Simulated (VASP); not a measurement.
Crystal: ZrB2.

```
CELL_PARAMETERS angstrom
3.17000 0.00000 0.00000
-1.58500 2.74530 0.00000
0.00000 0.00000 3.53300
ATOMIC_POSITIONS crystal
Zr 0.00000 0.00000 0.00000
B 0.66667 0.33333 0.50000
B 0.33333 0.66667 0.50000
```

* Program: VASP 6.6.1
* Task: relaxation of cell and atoms
* Functional: LDA
* Potentials or basis: VASP PAW LDA potentials, release 64 (Zr_sv, B)
* Cutoff: 600 eV
* k mesh: 10 × 10 × 8
* Occupations: fermi-dirac, width 0.05 eV
* Spin: no spin polarisation

At the start: pressure -8.3 GPa; volume 10.25 Å³/atom.

**Question.** How do energy, volume and symmetry change on relaxing?

**Answer.** Over 4 steps the energy falls by 9.2 meV/atom and the volume is 9.90 Å³/atom (-3.4 %); space group P6/mmm (No. 191, to 0.05 Å).

The path:
```
step  energy change (eV)  largest force (eV/Å)  pressure (GPa)  volume (Å³)
   1              0.0000                0.0000           -8.34        30.75
   2              0.0212                0.0000           12.58        28.43
   3             -0.0276                0.0000           -0.10        29.73
   4             -0.0276                0.0000            0.08        29.71
```

Final structure:
```
Zr B
1.0
     3.13257    0.00000    0.00000
    -1.56629    2.71289    0.00000
     0.00000    0.00000    3.49581
Zr B
1 2
Direct
  0.00000 0.00000 0.00000
  0.66667 0.33333 0.50000
  0.33333 0.66667 0.50000
```
